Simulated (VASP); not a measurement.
Br, 4 atoms in the cell. It takes space group Cmce (No. 64, orthorhombic). The conventional cell has a = 6.670 Å, b = 4.480 Å, c = 8.720 Å, α = 90.00°, β = 90.00°, γ = 90.00°. Br (site symmetry m) has 1 Br at 2.27 Å within 3.0 Å. 

- Program: VASP 6.6.1
- Task: single point
- Functional: PBE
- Potentials or basis: VASP PAW PBE potentials, release 64 (Br)
- Cutoff: 520 eV
- k mesh: 7 × 7 × 3
- Occupations: fermi-dirac, width 0.01 eV
- Spin: no spin polarisation
- Dipole correction: no
- Further INCAR settings: ALGO = Normal; EDIFF = 1e-06; NBANDS = 22

Potentials or basis: VASP PAW PBE potentials, release 64 (Br).

Command:

```console
$ cat potpaw_PBE.64/Br/POTCAR > POTCAR
$ mpirun -np 1 vasp_std > vasp.out
```

Hardware: 1 thread of AMD EPYC 7R13 (shared host).

Task: Estimate the wall time of this run.

Result: It took 2.5 min on 1 thread of AMD EPYC 7R13, on a shared host, peak memory 0.22 GiB. Counts: scf iterations 12, k points 32.
